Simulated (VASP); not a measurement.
# MgS (P6_3/mmc) in VASP: notebook

The runs below take MgS through single point, with LDA, r2SCAN.

Everything below comes from runs of VASP 6.6.1. Logs are shortened: lines on timing, memory, paths and dates and some standing lists are left out, and cuts for length are marked.

## 1. The cell of the first run

Symmetry: P6_3/mmc, No. 194, hexagonal system. Conventional cell: a = 4.296 Å, b = 4.296 Å, c = 5.285 Å, α = 90.00°, β = 90.00°, γ = 120.00°. Mg (site symmetry -6m2) has 5 S at 2.48 to 2.64 Å within 3.3 Å. S (site symmetry -6m2) has 5 Mg at 2.48 to 2.64 Å within 3.3 Å.

## 2. Single point, LDA

INCAR reads:

```
  ALGO = Normal
  EDIFF = 1E-6
  ENCUT = 520
  ISIF = 2
  ISMEAR = 0
  LASPH = T
  LCHARG = T
  LELF = T
  LREAL = F
  LVHAR = T
  LWAVE = F
  NBANDS = 16
  NELM = 80
  PREC = Accurate
  SIGMA = 0.01
```

KPOINTS reads:

```
k-points
0
Gamma
  12 12 6
```

POSCAR reads:

```
MgS
1.0
    4.2955415433      0.0000000000      0.0000000000
   -2.1477707716      3.7200480996      0.0000000000
    0.0000000000      0.0000000000      5.2850911870
Mg S
2 2
Direct
    0.3333333333      0.6666666667      0.2500000000
    0.6666666667      0.3333333333      0.7500000000
    0.6666666667      0.3333333333      0.2500000000
    0.3333333333      0.6666666667      0.7500000000
```

Potentials or basis: VASP PAW LDA potentials, release 64 (Mg, S).

Launch:

```console
> cat potpaw_LDA.64/Mg/POTCAR potpaw_LDA.64/S/POTCAR > POTCAR
> mpirun -np 1 vasp_std > vasp.out
```

OUTCAR:

```text
EDIFF = 1E-6
   ENCUT = 520
   ISIF = 2
   ISMEAR = 0
   LASPH = T
   LREAL = F
   NELM = 80
   PREC = Accurate

 ion  position               nearest neighbor table
   1  0.333  0.667  0.250-   3 2.48   3 2.48   3 2.48   4 2.64   4 2.64   2 3.62   2 3.62   2 3.62
                             2 3.62   2 3.62   2 3.62
   2  0.667  0.333  0.750-   4 2.48   4 2.48   4 2.48   3 2.64   3 2.64   1 3.62   1 3.62   1 3.62
                             1 3.62   1 3.62   1 3.62
   3  0.667  0.333  0.250-   1 2.48   1 2.48   1 2.48   2 2.64   2 2.64
   4  0.333  0.667  0.750-   2 2.48   2 2.48   2 2.48   1 2.64   1 2.64

  LATTYP: Found a hexagonal cell.
 ALAT       =     4.2955415433
 C/A-ratio  =     1.2303666799

  Lattice vectors:

 A1 = (   4.2955415433,   0.0000000000,   0.0000000000)
 A2 = (  -2.1477707716,   3.7200480996,   0.0000000000)
 A3 = (   0.0000000000,   0.0000000000,   5.2850911870)

Analysis of symmetry for initial positions (statically):
=====================================================================
 Subroutine PRICEL returns:
 Original cell was already a primitive cell.

 Routine SETGRP: Setting up the symmetry group for a
 hexagonal supercell.

 Subroutine GETGRP returns: Found 24 space group operations
 (whereof 12 operations were pure point group operations)
 out of a pool of 24 trial point group operations.

The static configuration has the point symmetry D_3d.
 The point group associated with its full space group is D_6h.

Analysis of symmetry for dynamics (positions and initial velocities):
=====================================================================
 Subroutine PRICEL returns:
 Original cell was already a primitive cell.

 Routine SETGRP: Setting up the symmetry group for a
 hexagonal supercell.

 Subroutine GETGRP returns: Found 24 space group operations
 (whereof 12 operations were pure point group operations)
 out of a pool of 24 trial point group operations.

The dynamic configuration has the point symmetry D_3d.
 The point group associated with its full space group is D_6h.

 Subroutine INISYM returns: Found 24 space group operations
 (whereof 12 operations are pure point group operations),
 and found     1 'primitive' translations

----------------------------------------------------------------------------------------
[... 91 lines left out ...]
   ISPIN  =      1    spin polarized calculation?
   LNONCOLLINEAR =      F non collinear calculations
   LSORBIT =      F    spin-orbit coupling
   LASPH  =      T    aspherical Exc in radial PAW
   ENCUT  =  520.0 eV  38.22 Ry    6.18 a.u.   7.99  7.99  9.83*2*pi/ulx,y,z
   NELM   =     80;   NELMIN=  2; NELMDL= -5     # of ELM steps
   EDIFF  = 0.1E-05   stopping-criterion for ELM
   LREAL  =      F    real-space projection
   EDIFFG = 0.1E-04   stopping-criterion for IOM
   NSW    =      0    number of steps for IOM
   IBRION =     -1    ionic relax: 0-MD 1-quasi-New 2-CG
   NFREE  =      0    steps in history (QN), initial steepest desc. (CG)
   ISIF   =      2    stress and relaxation
   ISYM   =      2    0-nonsym 1-usesym 2-fastsym
   POTIM  = 0.5000    time-step for ionic-motion
   TEBEG  =    0.0;   TEEND  =   0.0 temperature during run
   PSTRESS=    0.0 pullay stress
   NELECT =      16.0000    total number of electrons
   NUPDOWN=      -1.0000    fix difference up-down
   EMIN   =  10.00;   EMAX   =-10.00  energy-range for DOS
   EFERMI =   0.00;   METHOD = LEGACY
   ISMEAR =     0;   SIGMA  =   0.01  broadening in eV -4-tet -1-fermi 0-gaus
   EFERMI_NEDOS =   21; number of points for ismear=-14 and -15
   IALGO  =     38    algorithm
   IMIX   =      4    mixing-type and parameters
     AMIX     =   0.40;   BMIX     =  1.00
     AMIX_MAG =   1.60;   BMIX_MAG =  1.00
  volume/ion in A,a.u.               =      21.11       142.48
  Fermi-wavevector in a.u.,A,eV,Ry     =   0.940247  1.776809 12.028420  0.884064
  Thomas-Fermi vector in A             =   2.067639
   LORBIT       =      0    0 simple, 1 ext, 2 COOP (PROOUT), +10 PAW based schemes
   GGA     = CA    functional components
   LHFCALC =     F    Hartree Fock is set to
   AEXX    =    0.0000 exact exchange contribution
   IVDW    =     0    specifies the selected vdW correction
   LEPSILON=     F    determine dielectric tensor
   LRPA    =     F    only Hartree local field effects (RPA)
 non-spin polarized calculation
 Gauss-broadening in eV      SIGMA  =   0.01
  energy-cutoff  :      520.00
  volume of cell :       84.45
 maximum number of plane-waves:      2304
 NGX is ok and might be reduce to    32
   NGX = 15   NGY = 15   NGZ = 19

 number of electron      16.0000001 magnetization

 Free energy of the ion-electron system (eV)
  ---------------------------------------------------
  ext. energy  EPLUGINS =         0.00000000
  ---------------------------------------------------
  free energy    TOTEN  =       -18.79192075 eV

  energy without entropy =      -18.79192075  energy(sigma->0) =      -18.79192075

 E-fermi :   2.2620     XC(G=0):  -9.0459

 val. band max:        2.2158621339   @ k =   0.0000   0.0000   0.0000
 cond. band min:       4.9422814787   @ k =   0.0000   0.0000   0.0000
 fundamental gap:      2.7264193448
 Fermi energy:         2.2620482176

 k-point     1 :       0.0000    0.0000    0.0000
  band No.  band energies     occupation
      1     -10.0847      2.00000
      2      -8.5843      2.00000
      3      -1.6860      2.00000
      4       0.1911      2.00000
      5       0.1911      2.00000
      6       1.3486      2.00000
[... 433 lines left out ...]
      3      -1.6129      2.00000
      4      -0.6608      2.00000
      5      -0.2458      2.00000
      6      -0.1615      2.00000
[... 8 lines left out ...]
     15      10.4335      0.00000
     16      11.6158      0.00000

 [... further k-points ...]
[... 5 lines left out ...]
  --------------------------------------------------------------------------------------
  -------------------------------------------------------------------------------------
  Total       -1.3788629     -1.3788629     -1.4977976     -0.0000000      0.0000000      0.0000000
  in kB      -26.1584920    -26.1584920    -28.4148096     -0.0000000      0.0000000      0.0000000
  external PRESSURE =     -26.9105978 kB  Pullay stress =       0.0000000 kB

 VOLUME and BASIS-vectors are now :
 -----------------------------------------------------------------------------
  energy-cutoff  :      520.00
  volume of cell :       84.45
      direct lattice vectors                 reciprocal lattice vectors
     4.295541543  0.000000000  0.000000000     0.232799518  0.134406864  0.000000000
    -2.147770772  3.720048100  0.000000000     0.000000000  0.268813729  0.000000000
     0.000000000  0.000000000  5.285091187     0.000000000  0.000000000  0.189211494

 POSITION                                       TOTAL-FORCE (eV/Angst)
 -----------------------------------------------------------------------------------
     -0.00000      2.48003      1.32127         0.000000     -0.000000      0.000000
      2.14777      1.24002      3.96382         0.000000     -0.000000      0.000000
      2.14777      1.24002      1.32127        -0.000000      0.000000      0.000000
     -0.00000      2.48003      3.96382        -0.000000      0.000000      0.000000
 -----------------------------------------------------------------------------------
    total drift:                                0.000000     -0.000000      0.000000

  FREE ENERGIE OF THE ION-ELECTRON SYSTEM (eV)
  ---------------------------------------------------
  free  energy   TOTEN  =       -18.7919207541 eV

  energy  without entropy=      -18.7919207541  energy(sigma->0) =      -18.79192075
```

OSZICAR:

```text
N       E                     dE             d eps       ncg     rms          rms(c)
DAV:   1     0.581733243995E+02    0.58173E+02   -0.59895E+03  2432   0.813E+02
DAV:   2    -0.143502552202E+02   -0.72524E+02   -0.64867E+02  3456   0.136E+02
DAV:   3    -0.198113857040E+02   -0.54611E+01   -0.54374E+01  3232   0.411E+01
DAV:   4    -0.198741796405E+02   -0.62794E-01   -0.62782E-01  3072   0.536E+00
DAV:   5    -0.198753582140E+02   -0.11786E-02   -0.11785E-02  3192   0.748E-01    0.607E+00
DAV:   6    -0.189142529345E+02    0.96111E+00   -0.13659E+00  2712   0.541E+00    0.451E+00
DAV:   7    -0.188030669319E+02    0.11119E+00   -0.32959E-01  3168   0.269E+00    0.306E+00
DAV:   8    -0.187947827059E+02    0.82842E-02   -0.37197E-02  2936   0.105E+00    0.169E+00
DAV:   9    -0.187918846827E+02    0.28980E-02   -0.51766E-03  2992   0.395E-01    0.351E-01
DAV:  10    -0.187919126774E+02   -0.27995E-04   -0.29952E-04  3280   0.839E-02    0.116E-01
DAV:  11    -0.187919223446E+02   -0.96672E-05   -0.48912E-05  2992   0.355E-02    0.610E-02
DAV:  12    -0.187919207876E+02    0.15570E-05   -0.49041E-06  3000   0.108E-02    0.254E-02
DAV:  13    -0.187919207541E+02    0.33464E-07   -0.79308E-07  1824   0.478E-03
   1 F= -.18791921E+02 E0= -.18791921E+02  d E =-.355418E-14
```

Wall time 35 s (1 thread of Intel Xeon 6975P-C (Granite Rapids), shared host); peak memory 0.22 GiB.

Results:

```yaml
Free_energy: -18.7919 eV
Pressure: -2.7 GPa
Band_gap_on_the_k_mesh: 2.73 eV, direct
```

A k mesh can miss the band edges. As with any semilocal functional, this LDA gap is likely too small.

[end of part 1 of 2]
